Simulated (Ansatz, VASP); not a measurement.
**One calculation of ScIr2, two programs**

INCAR

```
PREC = Accurate
ENCUT = 560
EDIFF = 1E-6
ISMEAR = 0
SIGMA = 0.1
LREAL = False
LASPH = True
NELM = 120
ALGO = Normal
ISIF = 2
LWAVE = False
LCHARG = True
GGA = CA
LELF = True
LVHAR = True
NBANDS = 54
GGA_COMPAT = False
```

Contents of KPOINTS:

```
regular mesh
0
Gamma
  6 6 6
```

Contents of POSCAR:

```
ScIr2
1.0
    0.0000000000      3.5732913475      3.5732913475
    3.5732913475      0.0000000000      3.5732913475
    3.5732913475      3.5732913475      0.0000000000
Sc Ir
2 4
Direct
    0.0000000000      0.0000000000      0.0000000000
    0.2500000000      0.2500000000      0.2500000000
    0.6250000000      0.6250000000      0.6250000000
    0.1250000000      0.6250000000      0.6250000000
    0.6250000000      0.6250000000      0.1250000000
    0.6250000000      0.1250000000      0.6250000000
```

Input for Ansatz:

```yaml
crystal:
  lattice:
    - [0.0, 3.5732913475280768, 3.5732913475280768]
    - [3.5732913475280768, 0.0, 3.5732913475280768]
    - [3.5732913475280768, 3.5732913475280768, 0.0]
  atoms:
    - { symbol: Sc, position: [0.0, 0.0, 0.0] }
    - { symbol: Sc, position: [0.25, 0.25, 0.25] }
    - { symbol: Ir, position: [0.625, 0.625, 0.625] }
    - { symbol: Ir, position: [0.125, 0.625, 0.625] }
    - { symbol: Ir, position: [0.625, 0.625, 0.125] }
    - { symbol: Ir, position: [0.625, 0.125, 0.625] }
basis:
  ecutwfc: 510.0
kpoints:
  mp_grid:
    grid: [6, 6, 6]
hamiltonian:
  xc: lda
scf:
  max_iter: 80
  convergence:
    dr2_threshold: 1.0e-09
  occupations:
    method: gaussian
    width: 0.1
output:
  stress: true
```

Alike in both runs: task single point; functional LDA; k mesh 6 × 6 × 6; occupations gaussian, width 0.1 eV; no spin polarisation.

|  | VASP | Ansatz |
| --- | --- | --- |
| version | VASP 6.6.1 | Ansatz 0.2.0 |
| potentials or method | VASP PAW LDA potentials, release 64 (Sc_sv, Ir_sv_GW), cutoff 560 eV | plane waves, PAW |
| valence electrons in the cell | 90 | 90 |

|  | VASP | Ansatz | Ansatz less VASP |
| --- | --- | --- | --- |
| pressure (GPa) | 15.3 | 15.2 | -0.05 |

LDA's correlation is that of Perdew and Zunger in VASP and of Perdew and Wang (1992) in Ansatz. Ansatz's warnings: stress scf threshold loose.

Spin-orbit coupling is off throughout.
